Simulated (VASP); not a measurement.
Here is a VASP 6.6.1 calculation.

INCAR

```
PREC = Accurate ; ENCUT = 520
EDIFF = 1E-7 ; ISMEAR = 0
SIGMA = 0.05 ; LREAL = False
LASPH = True ; NELM = 150
ALGO = Normal ; ISIF = 2
LWAVE = False ; LCHARG = False
LMAXMIX = 4 ; LDAU = True
LDAUTYPE = 2 ; LDAUL = -1 2 -1
LDAUU = 0 4 0 ; LDAUJ = 0 0 0
LDAUPRINT = 1 ; GGA = PE
NBANDS = 28
```

The input KPOINTS:

```
regular mesh
0
Gamma
  6 6 6
```

POSCAR

```
BaTiO3
1.0
    2.7745609226      1.6018934955      2.4164351857
   -2.7745609226      1.6018934955      2.4164351857
    0.0000000000     -3.2037869911      2.4164351856
Ba Ti O
1 1 3
Direct
    0.0026800181      0.0026800181      0.0026800181
    0.5127992509      0.5127992509      0.5127992509
    0.4903227049      0.4903227049      0.9825753212
    0.4903227049      0.9825753212      0.4903227049
    0.9825753212      0.4903227049      0.4903227049
```

Potentials or basis: VASP PAW PBE potentials, release 64 (Ba_sv, Ti_sv, O).

Run with:

```console
$ cat potpaw_PBE.64/Ba_sv/POTCAR potpaw_PBE.64/Ti_sv/POTCAR potpaw_PBE.64/O/POTCAR > POTCAR
$ mpirun -np 1 vasp_std > vasp.out
```

Q: Predict the pressure.

A: 9.8 GPa.

Q: Estimate the largest force.

A: 0.819 eV/Å.

Eigenvalues of the final occupation matrices:
```csv
site,spin,trace,eigenvalues
site 2 d,1,0.83,0.11 0.11 0.11 0.25 0.25
site 2 d,2,0.83,0.11 0.11 0.11 0.25 0.25
```

Caveat: the cell differs from its parent crystal (strain -0.030 along x and y, +0.030 along z); the stress differs along the axes, from -0 to 15 GPa; spin-orbit coupling is left out, which moves the levels of the heavy elements.
